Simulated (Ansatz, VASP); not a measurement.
# One calculation of Zr3S2, two programs

```xyz
5
Lattice="2.9025 1.6758 3.4878 -2.9025 1.6758 3.4878 0.0000 -3.3516 3.4878" Properties=species:S:1:pos:R:3 pbc="T T T"
Zr    0.9832    1.7029    5.2317
Zr    0.9832   -1.7029    5.2317
Zr   -1.9663    0.0000    5.2317
S     0.0000    0.0000    6.9583
S     0.0000    0.0000    3.5050
```

Alike in both runs: task relaxation of cell and atoms; functional r2SCAN; k mesh 6 × 6 × 6; occupations fermi-dirac, width 0.05 eV; no spin polarisation.

|  | VASP | Ansatz |
| --- | --- | --- |
| version | VASP 6.6.1 | Ansatz 0.2.0 |
| potentials or method | VASP PAW PBE potentials, release 64 (Zr_sv, S) | Ansatz PAW |
| plane-wave cutoff (eV) | 550 | 500 |
| valence electrons in the cell | 48 | 48 |

```tsv
	VASP	Ansatz	Ansatz less VASP
gap on the k mesh at the Fermi level, each at its own relaxed structure (eV)	none	none	-
relaxed volume (Å³/atom)	20.23	20.23	-0.001
relaxed length of the cell vector where the two differ most in proportion (Å)	4.834	4.833	-0.0004
```

VASP's potentials were made for PBE, not for r2SCAN. A gap of «none» marks a metal or a gap that the smearing closes.

Noted on Ansatz's run: the plane-wave basis is chosen anew once the cell has moved, so the energies of steps on either side of that aren't comparable.
